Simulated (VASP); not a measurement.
**Ba: single point with PBE**

Crystal: Ba.

```
Ba
1.0
    -2.63917    2.63917    2.24329
     2.63917   -2.63917    2.24329
     2.63917    2.63917   -2.24329
Ba
1
Direct
  0.00000 0.00000 0.00000
```

This cell differs from its parent crystal: ratio of the length along z to the lengths across it x 0.85, volume and fractional coordinates fixed.

```json
{"Program": "VASP 6.6.1", "Task": "single point", "Functional": "PBE", "Potentials or basis": "VASP PAW PBE potentials, release 64 (Ba_sv)", "Cutoff": "520 eV", "k mesh": "16 × 16 × 16", "Occupations": "gaussian, width 0.15 eV", "Spin": "no spin polarisation"}
```

* Pressure: 0.2 GPa
* Band gap on the k mesh: zero (bands 5 and 6 overlap by 0.86 eV)

Stress tensor (GPa, compression positive):
```
-0.19  0.00  0.00
 0.00 -0.19  0.00
 0.00  0.00  1.03
```

Levels at points of the mesh, in eV from the Fermi level:
```csv
k point,band 2,band 3,band 4,band 5,band 6,band 7,band 8,band 9
"(0.00, 0.00, 0.00)",-13.86,-13.86,-13.84,-2.78,1.21,2.28,2.28,2.39
"(0.50, 0.00, 0.00)",-14.33,-14.01,-13.90,-0.88,0.37,1.49,3.13,4.60
"(0.50, 0.50, 0.00)",-14.32,-13.94,-13.83,-1.00,0.93,1.46,2.32,3.32
"(0.50, 0.50, 0.50)",-14.21,-14.21,-14.06,-0.69,-0.47,3.78,3.78,4.68
```

Wall time 2 min on 1 thread of Intel(R) Xeon(R) Platinum 8488C (Sapphire Rapids) (shared host), peak memory 0.36 GiB.

Caveat: spin-orbit coupling is left out, which moves the levels of the heavy elements.
